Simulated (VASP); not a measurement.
Write the native input for VASP 6.6.1 that does the following.

* Task: single point
* Functional: revPBE
* Potentials or basis: VASP PAW PBE potentials, release 64 (Fe)
* Cutoff: 520 eV
* k mesh: 25 × 25 × 25
* Occupations: fermi-dirac, width 0.05 eV
* Spin: collinear spin, ferromagnetic start
* Starting moments: [2.273] μB
* Dipole correction: no
* Further INCAR settings: ALGO = Normal; EDIFF = 1e-06; NBANDS = 14

The structure of Fe lies in POSCAR:

```
Fe
1.0
   -1.4263849747      1.4263849747      1.4263849747
    1.4263849747     -1.4263849747      1.4263849747
    1.4263849747      1.4263849747     -1.4263849747
Fe
1
Direct
    0.0000000000      0.0000000000      0.0000000000
```

These files were run (other wordings do the same):

INCAR

```
SYSTEM = Fe
  ALGO = Normal
  EDIFF = 1E-6
  ENCUT = 520
  GGA = RE
  ISIF = 2
  ISMEAR = -1
  ISPIN = 2
  LASPH = .TRUE.
  LCHARG = .TRUE.
  LELF = .TRUE.
  LMAXMIX = 4
  LORBIT = 11
  LREAL = .FALSE.
  LVHAR = .TRUE.
  LWAVE = .FALSE.
  MAGMOM = 2.273
  NBANDS = 14
  NELM = 150
  PREC = Accurate
  SIGMA = 0.05
```

KPOINTS

```
k-points
0
G
  25 25 25
  0 0 0
```

Potentials or basis: VASP PAW PBE potentials, release 64 (Fe).

The run is started by

```console
$ cat potpaw_PBE.64/Fe/POTCAR > POTCAR
$ mpirun -np 1 vasp_std > vasp.out
```

Results of the run:

The pressure is -0.1 GPa, the net moment is 2.24 μB per cell and the site moments are Fe +2.25 μB. The valence electrons inside the program's atomic spheres are Fe 7.22.

Caveat: the PAW data sets were made with another functional, which shifts forces and pressure a little.

Run time: 46 s on 1 thread of Intel(R) Xeon(R) 6975P-C (Granite Rapids), on a shared host, peak memory 0.21 GiB.
